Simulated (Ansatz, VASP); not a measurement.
# MnS in VASP and in Ansatz

Contents of INCAR:

```
PREC = Accurate
ENCUT = 520
EDIFF = 1E-6
ISMEAR = -1
SIGMA = 0.05
LREAL = F
LASPH = T
NELM = 150
ALGO = Normal
ISIF = 2
LWAVE = F
LCHARG = F
ISPIN = 2
MAGMOM = 5.5 0
LORBIT = 11
LMAXMIX = 4
GGA = PE
NBANDS = 20
```

KPOINTS

```
regular mesh
0
Gamma
  9 9 9
```

The input POSCAR:

```
MnS
1.0
    1.8299960138      1.0565486912      2.9709202777
   -1.8299960138      1.0565486912      2.9709202777
    0.0000000000     -2.1130973823      2.9709202777
Mn S
1 1
Direct
    0.0000000000      0.0000000000      0.0000000000
    0.5000000000      0.5000000000      0.5000000000
```

input.yaml

```yaml
crystal:
  lattice:
    - [1.8299960138, 1.0565486912, 2.9709202777]
    - [-1.8299960138, 1.0565486912, 2.9709202777]
    - [0.0, -2.1130973823, 2.9709202777]
  atoms:
    - { symbol: Mn, position: [0.0, 0.0, 0.0], spin: 5.5 }
    - { symbol: S, position: [0.5, 0.5, 0.5] }
hamiltonian:
  xc: pbe
  pseudopotentials: { kind: paw }
magnetization:
  spin_polarized: true
kpoints:
  mp_grid: { grid: [9, 9, 9] }
scf:
  occupations: { method: fermi_dirac, width: 0.05 }
output:
  forces: true
  stress: true
  eigenvalues: true
```

Alike in both runs: task single point; functional PBE; k mesh 9 × 9 × 9; occupations fermi-dirac, width 0.05 eV; collinear spin.

|  | VASP | Ansatz |
| --- | --- | --- |
| version | VASP 6.6.1 | Ansatz 0.2.0 |
| potentials or method | VASP PAW PBE potentials, release 64 (Mn_pv, S) | Ansatz PAW |
| plane-wave cutoff (eV) | 520 | 420 |
| valence electrons in the cell | 19 | 21 |

Ansatz gave:

* gap on the k mesh at the Fermi level (eV): none
* pressure (GPa): -1.6
* traceless stress, the component that is largest in VASP (GPa): 0.30
* net moment per atom (μB): 2.33
* size of the moment on the site where the two differ most (μB): 4.16

Task: What did VASP give for the same quantities?

Result: gap on the k mesh at the Fermi level (eV): none; pressure (GPa): -1.6; traceless stress, the component that is largest in VASP (GPa): 0.30; net moment per atom (μB): 2.33; size of the moment on the site where the two differ most (μB): 4.22.

Site moments also hang on the region over which each program counts them. A gap of «none» marks a metal or a gap that the smearing closes. The functional is the same, so the differences come from potentials, cutoffs and numerics. VASP's potentials hold 19 valence electrons a cell and Ansatz's 21, so a difference there can come from the potentials and not from the codes.
